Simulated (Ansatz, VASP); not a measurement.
One calculation of In2SbSe3, two programs

INCAR

```
PREC = Accurate
ENCUT = 600
EDIFF = 1E-7
ISMEAR = 0
SIGMA = 0.1
LREAL = False
LASPH = True
NELM = 100
ALGO = Normal
ISIF = 3
LWAVE = False
LCHARG = False
GGA = PE
IBRION = 2
NSW = 90
EDIFFG = -0.04
```

File KPOINTS:

```
Automatic mesh
0
Gamma
  4 4 2
```

The input POSCAR:

```
In2SbSe3
1.0
    4.3851837600      0.0000000000      0.0000000000
    0.0000000000      4.3851837600      0.0000000000
    0.0000000000      0.0000000000      8.7774167000
In Sb Se
2 1 3
Direct
    0.0000000000      0.5000000000      0.0000000000
    0.5000000000      0.0000000000      0.0000000000
    0.5000000000      0.5000000000      0.0000000000
    0.5000000000      0.5000000000      0.2490569100
    0.5000000000      0.5000000000      0.7509430900
    0.0000000000      0.0000000000      0.5000000000
```

Input for Ansatz:

```yaml
crystal:
  lattice:
    - [4.38518376, 0.0, 0.0]
    - [0.0, 4.38518376, 0.0]
    - [0.0, 0.0, 8.7774167]
  atoms:
    - { symbol: In, position: [0.0, 0.5, 0.0] }
    - { symbol: In, position: [0.5, 0.0, 0.0] }
    - { symbol: Sb, position: [0.5, 0.5, 0.0] }
    - { symbol: Se, position: [0.5, 0.5, 0.24905691] }
    - { symbol: Se, position: [0.5, 0.5, 0.75094309] }
    - { symbol: Se, position: [0.0, 0.0, 0.5] }
basis:
  ecutwfc: 420
kpoints:
  mp_grid: { grid: [4, 4, 2] }
hamiltonian:
  xc: pbe
scf:
  occupations: { method: gaussian, width: 0.1 }
  lower_state_search: "off"
output:
  forces: true
  stress: true
  eigenvalues: true
relax:
  adjacent_minimum: "off"
  f_tol: 0.04
  max_steps: 70
  cell: { stress_tol: 0.4 }
```

Alike in both runs: task relaxation of cell and atoms; functional PBE; k mesh 4 × 4 × 2; occupations gaussian, width 0.1 eV; no spin polarisation.

```csv
,VASP,Ansatz
version,VASP 6.6.1,Ansatz 0.2.0
potentials or method,"VASP PAW PBE potentials, release 64 (In_d, Sb, Se), cutoff 600 eV","scalar-relativistic, plane waves, PAW"
valence electrons in the cell,49,89
```

VASP gave:

| Item | Value |
| --- | --- |
| gap on the k mesh at the Fermi level, each at its own relaxed structure (eV) | none |
| relaxed volume (Å³/atom) | 47.94 |
| relaxed length of the cell vector where the two differ most in proportion (Å) | 6.144 |

Q: Which values does Ansatz return?

A: gap on the k mesh at the Fermi level, each at its own relaxed structure (eV): none; relaxed volume (Å³/atom): 47.28; relaxed length of the cell vector where the two differ most in proportion (Å): 6.104.

A gap of «none» marks a metal or a gap that the smearing closes. VASP's potentials hold 49 valence electrons a cell and Ansatz's 89, so a difference there can come from the potentials and not from the codes.

Neither program's run includes spin-orbit coupling. Noted on VASP's run: the volume moved by over 15 % at a fixed basis, so the end points are rough.
